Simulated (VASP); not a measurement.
# Sb (Pm-3m) in VASP: further runs, part 2 of 2

VASP 6.6.1.

## 4. Single point, PBEsol, non-collinear spin, zero start, spin-orbit coupling

INCAR

```
PREC = Accurate ; ENCUT = 520
EDIFF = 1E-6 ; ISMEAR = -1
SIGMA = 0.05 ; LREAL = False
LASPH = True ; NELM = 150
ALGO = Normal ; ISIF = 2
LWAVE = False ; LCHARG = False
LNONCOLLINEAR = True ; MAGMOM = 0 0 0
LORBIT = 11 ; LSORBIT = True
GGA_COMPAT = False ; LORBMOM = True
GGA = PS ; NBANDS = 16
```

KPOINTS

```
regular mesh
0
Gamma
  6 6 6
```

POSCAR

```
Sb
1.0
    3.1600000000      0.0000000000      0.0000000000
    0.0000000000      3.1600000000      0.0000000000
    0.0000000000      0.0000000000      3.1600000000
Sb
1
Direct
    0.0000000000      0.0000000000      0.0000000000
```

Potentials or basis: VASP PAW PBE potentials, release 64 (Sb).

The run is started by

```console
$ cat potpaw_PBE.64/Sb/POTCAR > POTCAR
$ mpirun -np 1 vasp_ncl > vasp.out
```

It took 13 s on 1 thread of Intel Xeon Platinum 8259CL at 2.50GHz (Skylake/Cascade Lake), shared host; peak memory 0.19 GiB.

The run converged. Its results:

```
Free energy                                           : -4.5891 eV
Pressure                                              : -4.3 GPa
Net moment                                            : 0.00 μB per cell
Valence electrons inside the program's atomic spheres : Sb 2.35
```

Moments on the atoms (μB; x, y, z):
```
Sb  0.00 0.00 0.00
```

Caveat: the PAW data sets were made with another functional, which shifts forces and pressure a little.

## 5. Relaxation of cell and atoms, RPBE+D3(BJ)

INCAR

```
SYSTEM = Sb
PREC = Accurate
ENCUT = 600
EDIFF = 1E-6
ISMEAR = -1
SIGMA = 0.05
LREAL = .False.
LASPH = .True.
NELM = 100
ALGO = Normal
ISIF = 3
LWAVE = .False.
LCHARG = .False.
GGA = RP
IVDW = 12
IBRION = 2
NSW = 60
EDIFFG = -0.01
```

KPOINTS

```
regular mesh
0
Gamma
  8 8 8
  0 0 0
```

POSCAR is that of step 4.

Potentials or basis: VASP PAW PBE potentials, release 64 (Sb).

The run is started by

```console
$ cat potpaw_PBE.64/Sb/POTCAR > POTCAR
$ mpirun -np 1 vasp_std > vasp.out
```

OUTCAR:

```text
SYSTEM = Sb
   PREC = Accurate
   ENCUT = 600
   EDIFF = 1E-6
   ISMEAR = -1
   LREAL = .False.
   LASPH = .True.
   NELM = 100
   ISIF = 3
   GGA = RP
   IVDW = 12
   IBRION = 2
   NSW = 60
   EDIFFG = -0.01
 IVDW          = 12

 ion  position               nearest neighbor table
   1  0.000  0.000  0.000-

  LATTYP: Found a simple cubic cell.
 ALAT       =     3.1600000000

  Lattice vectors:

 A1 = (   3.1600000000,   0.0000000000,   0.0000000000)
 A2 = (   0.0000000000,   3.1600000000,   0.0000000000)
 A3 = (   0.0000000000,   0.0000000000,   3.1600000000)

Analysis of symmetry for initial positions (statically):
=====================================================================
 Subroutine PRICEL returns:
 Original cell was already a primitive cell.

 Routine SETGRP: Setting up the symmetry group for a
 simple cubic supercell.

 Subroutine GETGRP returns: Found 48 space group operations
 (whereof 48 operations were pure point group operations)
 out of a pool of 48 trial point group operations.

The static configuration has the point symmetry O_h .

Analysis of symmetry for dynamics (positions and initial velocities):
=====================================================================
 Subroutine PRICEL returns:
 Original cell was already a primitive cell.

 Routine SETGRP: Setting up the symmetry group for a
 simple cubic supercell.

 Subroutine GETGRP returns: Found 48 space group operations
[... 135 lines left out ...]
  volume of cell :       31.55
 maximum number of plane-waves:      1074
 NGX is ok and might be reduce to    28
   NGX = 13   NGY = 13   NGZ = 13

--------------------------------------- Ionic step        1  -------------------------------------------

 number of electron       5.0000000 magnetization

 Free energy of the ion-electron system (eV)
  ---------------------------------------------------
  ext. energy  EPLUGINS =         0.00000000
  ---------------------------------------------------
  free energy    TOTEN  =        -3.70462631 eV

  energy without entropy =       -3.69739174  energy(sigma->0) =       -3.70100903

 E-fermi :   6.5025     XC(G=0):  -9.3170

 val. band max:        6.4934431348   @ k =   0.3750   0.2500   0.1250
 cond. band min:       6.7331849432   @ k =   0.5000   0.2500   0.0000
 fundamental gap:      0.2397418084
 Fermi energy:         6.5025462310

 k-point     1 :       0.0000    0.0000    0.0000
  band No.  band energies     occupation
      1      -5.4076      2.00000
      2       9.6831      0.00000
      3       9.6831      0.00000
      4       9.6831      0.00000
      5      13.3737      0.00000
      6      13.3737      0.00000
[... 440 lines left out ...]
--------------------------------------- Ionic step        7  -------------------------------------------

 number of electron       5.0000000 magnetization

 Free energy of the ion-electron system (eV)
  ---------------------------------------------------
  ext. energy  EPLUGINS =         0.00000000
  ---------------------------------------------------
  free energy    TOTEN  =        -3.19816927 eV

  energy without entropy =       -3.19197135  energy(sigma->0) =       -3.19507031

 E-fermi :  10.8338     XC(G=0): -10.6962

 val. band max:       10.7145723380   @ k =   0.3750   0.2500   0.1250
 cond. band min:      10.8596394757   @ k =   0.3750   0.3750   0.3750
 fundamental gap:      0.1450671377
 Fermi energy:        10.8338439363

 k-point     1 :       0.0000    0.0000    0.0000
  band No.  band energies     occupation
      1      -3.8249      2.00000
      2      14.6804      0.00000
      3      14.6804      0.00000
      4      14.6804      0.00000
      5      17.9364      0.00000
      6      17.9364      0.00000
[... 239 lines left out ...]
  FREE ENERGIE OF THE ION-ELECTRON SYSTEM (eV)
  ---------------------------------------------------
  free  energy   TOTEN  =        -6.2080923513 eV

  energy  without entropy=       -6.2018944311  energy(sigma->0) =       -6.20499339

 reached required accuracy - stopping structural energy minimisation
```

OSZICAR:

```text
N       E                     dE             d eps       ncg     rms          rms(c)
DAV:   1     0.964682223700E+01    0.96468E+01   -0.19290E+03   426   0.634E+02
DAV:   2    -0.341585793693E+01   -0.13063E+02   -0.12682E+02   588   0.770E+01
DAV:   3    -0.369500535790E+01   -0.27915E+00   -0.27006E+00   510   0.119E+01
DAV:   4    -0.369682426640E+01   -0.18189E-02   -0.18188E-02   594   0.117E+00
[... 48 lines left out ...]
       N       E                     dE             d eps       ncg     rms          rms(c)
DAV:   1    -0.319818800803E+01    0.82457E-02   -0.77841E-04   456   0.169E-01    0.253E-02
DAV:   2    -0.319817516849E+01    0.12840E-04   -0.13009E-05   432   0.318E-02    0.150E-02
DAV:   3    -0.319816932600E+01    0.58425E-05   -0.13939E-05   444   0.220E-02    0.433E-03
DAV:   4    -0.319816926693E+01    0.59071E-07   -0.15687E-07   222   0.398E-03
   7 F= -.62080924E+01 E0= -.62049934E+01  d E =-.221832E-04
```

Wall time 15 s (1 thread of Intel Xeon 6975P-C (Granite Rapids), shared host); peak memory 0.17 GiB.

Results:

| Item | Value |
| --- | --- |
| Free energy | -6.2081 eV |
| Relaxed volume | 23.23 Å³/atom |
| Relaxed cell | a = 2.853 Å, b = 2.853 Å, c = 2.853 Å, α = 90.00°, β = 90.00°, γ = 90.00° |
| Space group after relaxing (to 0.05 Å) | Pm-3m (No. 221) |
| Energy gained by relaxing | 560.9 meV/atom |
| Ionic steps | 7 |
| Pressure after relaxing | 0.0 GPa |
| Dispersion energy per atom | -3.010 eV |

The path:
| step | energy change (eV) | largest force (eV/Å) | pressure (GPa) | volume (Å³) |
| --- | --- | --- | --- | --- |
| 1 | 0.0000 | 0.0000 | -16.54 | 31.55 |
| 2 | -0.1375 | 0.0000 | 38.25 | 18.89 |
| 3 | -0.5594 | 0.0000 | -1.41 | 23.56 |
| 4 | -0.5607 | 0.0000 | -0.47 | 23.34 |
| 5 | -0.5609 | 0.0000 | 0.19 | 23.19 |
| 6 | -0.5609 | 0.0000 | -0.20 | 23.28 |
| 7 | -0.5609 | 0.0000 | 0.02 | 23.23 |

Final structure:
```
Sb
1.0
     2.85320    0.00000    0.00000
     0.00000    2.85320    0.00000
     0.00000    0.00000    2.85320
Sb
1
Direct
  0.00000 0.00000 0.00000
```

Levels at points of the mesh, in eV from the Fermi level:
| k point | band 1 | band 2 | band 3 | band 4 | band 5 | band 6 |
| --- | --- | --- | --- | --- | --- | --- |
| (0.00, 0.00, 0.00) | -14.66 | 3.85 | 3.85 | 3.85 | 7.10 | 7.10 |
| (0.50, 0.00, 0.00) | -11.18 | -7.58 | 6.83 | 6.83 | 9.67 | 11.12 |
| (0.50, 0.50, 0.00) | -7.34 | -4.85 | -4.85 | 1.08 | 10.18 | 13.79 |
| (0.50, 0.50, 0.50) | -2.74 | -2.21 | -2.21 | -2.21 | 4.35 | 4.35 |

Caveat: the volume moved by over 15 % at a fixed basis, so the end points are rough; the PAW data sets were made with another functional, which shifts forces and pressure a little; spin-orbit coupling is left out, which moves the levels of the heavy elements; the volume moved by -26 % from the deposited cell, more than functionals usually miss; pairwise dispersion overbinds metals, which lowers pressure and volume.

## 6. Relaxation of cell and atoms, RPBE+D4

INCAR

```
SYSTEM = Sb
ALGO = Normal
EDIFF = 1E-6
EDIFFG = -0.01
ENCUT = 600
GGA = RP
IBRION = 2
ISIF = 3
ISMEAR = -1
IVDW = 13
LASPH = .TRUE.
LCHARG = .FALSE.
LREAL = .FALSE.
LWAVE = .FALSE.
NELM = 60
NSW = 60
PREC = Accurate
SIGMA = 0.05
```

KPOINTS

```
k-points
0
G
  8 8 8
  0 0 0
```

POSCAR is that of step 5.

Potentials or basis: VASP PAW PBE potentials, release 64 (Sb).

The run is started by

```console
$ cat potpaw_PBE.64/Sb/POTCAR > POTCAR
$ mpirun -np 1 vasp_std > vasp.out
```

Run time: 8.4 s. Hardware: 1 thread of Intel Xeon 6975P-C (Granite Rapids), shared host; peak memory 0.16 GiB.

It converged, with:

```yaml
Free_energy: -4.6694 eV
Relaxed_volume: 28.20 Å³/atom
Relaxed_cell: a = 3.044 Å, b = 3.044 Å, c = 3.044 Å, α = 90.00°, β = 90.00°, γ = 90.00°
Space_group_after_relaxing_to_0.05_Å: Pm-3m (No. 221)
Energy_gained_by_relaxing: 69.7 meV/atom
Ionic_steps: 3
Pressure_after_relaxing: 0.0 GPa
Dispersion_energy_per_atom: -1.008 eV
```

Step by step:
```tsv
step	energy change (eV)	largest force (eV/Å)	pressure (GPa)	volume (Å³)
1	0.0000	0.0000	-6.00	31.55
2	-0.0450	0.0000	4.72	26.46
3	-0.0697	0.0000	0.02	28.20
```

Final structure:
```xyz
1
Lattice="3.0437 0.0000 0.0000 0.0000 3.0437 0.0000 0.0000 0.0000 3.0437" Properties=species:S:1:pos:R:3 pbc="T T T"
Sb    0.0000    0.0000    0.0000
```

Levels at points of the mesh, in eV from the Fermi level:
```tsv
k point	band 1	band 2	band 3	band 4	band 5	band 6
(0.00, 0.00, 0.00)	-12.77	3.47	3.47	3.47	6.98	6.98
(0.50, 0.00, 0.00)	-10.13	-5.93	5.68	5.68	9.16	10.82
(0.50, 0.50, 0.00)	-7.30	-3.75	-3.75	2.02	7.98	13.32
(0.50, 0.50, 0.50)	-4.08	-1.69	-1.69	-1.69	4.78	4.78
```

Caveat: the PAW data sets were made with another functional, which shifts forces and pressure a little; spin-orbit coupling is left out, which moves the levels of the heavy elements; the volume moved by -11 % from the deposited cell, more than functionals usually miss; pairwise dispersion overbinds metals, which lowers pressure and volume.

## 7. The runs side by side

| task | level | potentials or basis | spin | cell | k mesh | cutoff (eV) | gap on the mesh (eV) | pressure (GPa) | moment (μB) | relaxed volume (Å³/atom) |
| --- | --- | --- | --- | --- | --- | --- | --- | --- | --- | --- |
| single point | PBE | VASP PAW PBE potentials, release 64 (Sb) | non-collinear, zero start, SOC | as given | 6 × 6 × 6 | 520 | - | -1.9 | 0.00 | - |
| single point | LDA | VASP PAW LDA potentials, release 64 (Sb) | non-collinear, zero start, SOC | as given | 6 × 6 × 6 | 520 | - | -5.2 | 0.00 | - |
| single point | PBEsol | VASP PAW PBE potentials, release 64 (Sb) | non-collinear, zero start, SOC | as given | 6 × 6 × 6 | 520 | - | -4.3 | 0.00 | - |
| relaxation of cell and atoms | RPBE+D3(BJ) | VASP PAW PBE potentials, release 64 (Sb) | off | relaxed | 8 × 8 × 8 | 600 | none | 0.0 | - | 23.23 |
| relaxation of cell and atoms | RPBE+D4 | VASP PAW PBE potentials, release 64 (Sb) | off | relaxed | 8 × 8 × 8 | 600 | none | 0.0 | - | 28.20 |

Alike in all rows: smearing fermi-dirac 0.05 eV.

Caveats: the PAW data sets were made with another functional, which shifts forces and pressure a little (some runs); spin-orbit coupling is left out, which moves the levels of the heavy elements (some runs); pairwise dispersion overbinds metals, which lowers pressure and volume (some runs); the volume moved by over 15 % at a fixed basis, so the end points are rough (some runs); the volume moved by -26 % from the deposited cell, more than functionals usually miss (some runs); the volume moved by -11 % from the deposited cell, more than functionals usually miss (some runs).

Absolute energies hang on the potentials; compare differences alone.
